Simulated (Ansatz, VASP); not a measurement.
This is a calculation of SnSe for Ansatz 0.2.0.

Contents of input.yaml:

```yaml
crystal:
  lattice:
    - [11.4956313432, 0.0, 0.0]
    - [0.0, 4.2177491531, 0.0]
    - [0.0, 0.0, 4.4895372846]
  atoms:
    - { symbol: Sn, position: [0.877, 0.75, 0.909] }
    - { symbol: Sn, position: [0.623, 0.25, 0.409] }
    - { symbol: Sn, position: [0.377, 0.75, 0.591] }
    - { symbol: Sn, position: [0.123, 0.25, 0.091] }
    - { symbol: Se, position: [0.643, 0.75, 0.984] }
    - { symbol: Se, position: [0.857, 0.25, 0.484] }
    - { symbol: Se, position: [0.143, 0.75, 0.516] }
    - { symbol: Se, position: [0.357, 0.25, 0.016] }
kpoints:
  mp_grid: { grid: [3, 6, 6] }
scf:
  occupations: { method: fermi_dirac, width: 0.05 }
hamiltonian:
  xc: pbesol
  pseudopotentials: { kind: all_electron, lapw: { basis_error: 0.001 } }
output:
  forces: true
  stress: true
  eigenvalues: true
```

Potentials or basis: all-electron LAPW, scalar-relativistic.

Launch:

```console
$ ansatz run input.yaml --threads 4 --pin off --max-ram 12288MiB --backend cpu --events-out ev --progress --plain --runs-dir out
```

Problem. Set up the same calculation for VASP 6.6.1. Potentials there: VASP PAW PBE potentials, release 64 (Sn_d, Se).

Solution. As run (the cutoff follows the program's own potentials):

The input INCAR:

```
  PREC = Accurate
  ENCUT = 520
  EDIFF = 1E-7
  ISMEAR = -1
  SIGMA = 0.05
  LREAL = False
  LASPH = True
  NELM = 60
  ALGO = Normal
  ISIF = 2
  LWAVE = False
  LCHARG = True
  GGA = PS
  LELF = True
  LVHAR = True
  NBANDS = 50
```

File KPOINTS:

```
regular mesh
0
Gamma
  3 6 6
```

File POSCAR:

```
SnSe
1.0
   11.4956313432      0.0000000000      0.0000000000
    0.0000000000      4.2177491531      0.0000000000
    0.0000000000      0.0000000000      4.4895372846
Sn Se
4 4
Direct
    0.8770000000      0.7500000000      0.9090000000
    0.6230000000      0.2500000000      0.4090000000
    0.3770000000      0.7500000000      0.5910000000
    0.1230000000      0.2500000000      0.0910000000
    0.6430000000      0.7500000000      0.9840000000
    0.8570000000      0.2500000000      0.4840000000
    0.1430000000      0.7500000000      0.5160000000
    0.3570000000      0.2500000000      0.0160000000
```

Potentials or basis: VASP PAW PBE potentials, release 64 (Sn_d, Se).

Command:

```sh
$ cat potpaw_PBE.64/Sn_d/POTCAR potpaw_PBE.64/Se/POTCAR > POTCAR
$ mpirun -np 1 vasp_std > vasp.out
```

Both were run:

|  | VASP | Ansatz | Ansatz less VASP |
| --- | --- | --- | --- |
| gap on the k mesh at the Fermi level (eV) | 0.49 | 0.49 | +0.006 |
| least direct gap on the mesh (eV) | 0.67 | 0.67 | +0.010 |
| pressure (GPa) | -1.5 | -1.6 | -0.04 |
| traceless stress, the component that is largest in VASP (GPa) | 1.63 | 1.60 | -0.028 |
| rms of the force components (eV/Å) | 0.097 | 0.094 | -0.0029 |

VASP's potentials were made for PBE, not for PBEsol. Atom by atom the forces differ by 0.010 eV/Å (rms over components). Ansatz ran all-electron here, and VASP with PAW potentials.
